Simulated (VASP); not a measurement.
**H6C: single point with PBE+D3(BJ)**

H6C:

```
H C
1.0
     7.19197    0.00000    0.00000
     0.00000    7.19197    0.00000
     0.00000    0.00000    7.19197
H C
24 4
Direct
  0.01479 0.29120 0.89336
  0.97232 0.20424 0.94473
  0.06916 0.06488 0.66260
  0.97599 0.08006 0.62894
  0.53485 0.67300 0.21340
  0.55281 0.71501 0.11898
  0.54213 0.09251 0.76770
  0.50636 0.09077 0.86825
  0.06879 0.84749 0.93884
  0.84371 0.77182 0.04259
  0.00823 0.59789 0.98197
  0.90409 0.72114 0.79268
  0.23365 0.86485 0.19340
  0.16881 0.09177 0.25430
  0.30668 0.97322 0.40976
  0.07647 0.90490 0.38875
  0.50579 0.43421 0.79701
  0.28930 0.47987 0.91535
  0.27572 0.39254 0.69003
  0.36377 0.63419 0.75583
  0.76017 0.41521 0.27162
  0.64464 0.20060 0.29216
  0.65595 0.36011 0.49056
  0.86903 0.24532 0.40540
  0.96002 0.73351 0.94144
  0.19481 0.95486 0.30608
  0.36147 0.48044 0.78433
  0.73219 0.30737 0.37303
```

```
Program             : VASP 6.6.1
Task                : single point
Functional          : PBE
Dispersion          : D3(BJ)
Potentials or basis : VASP PAW PBE potentials, release 64 (H, C)
Cutoff              : 520 eV
k mesh              : 1 × 1 × 1
Occupations         : fermi-dirac, width 0.05 eV
Spin                : no spin polarisation
```

```json
{
 "Pressure": "-0.6 GPa",
 "Largest force": "2.270 eV/Å",
 "Band gap on the k mesh": "7.86 eV",
 "Dispersion energy per atom": "-0.022 eV"
}
```

Forces in eV/Å, atoms in the order of the input:
```
H   -0.473 -0.800  0.638
H    0.377  0.892 -0.382
H    0.898 -0.174  0.294
H   -0.898  0.126 -0.338
H    0.011  0.053 -0.110
H   -0.039 -0.062  0.120
H   -0.179 -0.075  0.512
H    0.182 -0.043 -0.503
H   -0.643 -1.040  0.204
H    0.917 -0.118 -0.984
H    0.618 -0.450  0.246
H    0.265  0.155  1.325
H    0.188 -0.490 -0.226
H   -0.441  0.835 -0.428
H    0.154 -0.284 -0.324
H   -0.074 -0.106 -0.503
H   -0.127 -0.218  0.054
H    0.023 -0.445  0.898
H    0.567  0.617 -0.064
H   -0.107 -0.839 -0.618
H   -0.020  0.579 -0.138
H    0.725  0.794  0.955
H   -0.142  0.134  0.516
H   -0.450  0.042  0.264
C   -1.252  1.469 -0.869
C    0.289  0.018  1.440
C   -0.227  0.976 -0.318
C   -0.141 -1.544 -1.659
```

Stress tensor (GPa, compression positive):
```
-0.70 -1.30 -0.03
-1.30 -0.62 -0.51
-0.03 -0.51 -0.45
```

Levels at points of the mesh, in eV from the valence-band top:
```csv
k point,band 16,band 17,band 18,band 19,band 20,band 21,band 22,band 23,band 24,band 25
"(0.00, 0.00, 0.00)",-0.35,-0.29,-0.17,-0.09,0.00,7.86,8.42,8.81,9.14,9.16
```

Run time: 62 s on 1 thread of Intel Xeon 8259CL, on a shared host, peak memory 0.36 GiB.

Caveat: the k points lie up to 0.87 Å⁻¹ apart.
